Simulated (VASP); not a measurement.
HfC:

```
Hf C
1.0
     3.26579    0.00000    0.00000
    -1.63290    2.82826    0.00000
     0.00000    0.00000    5.76631
Hf C
2 2
Direct
  0.00000 0.00000 0.00000
  0.00000 0.00000 0.50000
  0.33333 0.66667 0.25000
  0.66667 0.33333 0.75000
```

Base run:

```yaml
Program: VASP 6.6.1
Functional: PBEsol
Potentials_or_basis: VASP PAW PBE potentials, release 64 (Hf_pv, C)
Cutoff: 520 eV
k_mesh: 12 × 12 × 6
Occupations: gaussian, width 0.05 eV
Spin: no spin polarisation
```

Its results: band gap on the k mesh zero (bands 14 and 15 overlap by 1.54 eV); pressure -6.6 GPa.

Question: The run is repeated on the same cell with these changes: functional from PBEsol to r2SCAN. What comes out?

Answer: Band gap on the k mesh zero (bands 14 and 15 overlap by 1.59 eV); pressure -3.0 GPa.

Caveats: the PAW data sets were made with another functional, which shifts forces and pressure a little; spin-orbit coupling is left out, which moves the levels of the heavy elements; the cell stands under tension (at least some runs).
